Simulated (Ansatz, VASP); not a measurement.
## One calculation of ZnSe, two programs

```
CELL_PARAMETERS angstrom
4.04220 0.00000 0.00000
0.00000 4.04220 0.00000
0.00000 0.00000 5.57150
ATOMIC_POSITIONS crystal
Zn 0.00000 0.00000 0.00000
Zn 0.50000 0.50000 0.00000
Se 0.00000 0.50000 0.27970
Se 0.50000 0.00000 0.72030
```

Alike in both runs: task single point; functional LDA; k mesh 8 × 8 × 6; occupations gaussian, width 0.05 eV; no spin polarisation.

|  | VASP | Ansatz |
| --- | --- | --- |
| version | VASP 6.6.1 | Ansatz 0.2.0 |
| potentials or method | VASP PAW LDA potentials, release 64 (Zn, Se), cutoff 520 eV | scalar-relativistic, plane waves, PAW |
| valence electrons in the cell | 36 | 56 |

```csv
,VASP,Ansatz,Ansatz less VASP
gap on the k mesh at the Fermi level (eV),1.36,1.34,-0.022
least direct gap on the mesh (eV),1.36,1.34,-0.022
pressure (GPa),-4.9,-5.2,-0.28
"traceless stress, the component that is largest in VASP (GPa)",-0.95,-0.95,+0.006
rms of the force components (eV/Å),0.375,0.396,+0.0206
```

Ansatz warns that its potentials were made for another functional, while VASP's fit it. LDA's correlation is that of Perdew and Zunger in VASP and of Perdew and Wang (1992) in Ansatz. Atom by atom the forces differ by 0.021 eV/Å (rms over components). VASP's potentials hold 36 valence electrons a cell and Ansatz's 56, so a difference there can come from the potentials and not from the codes.
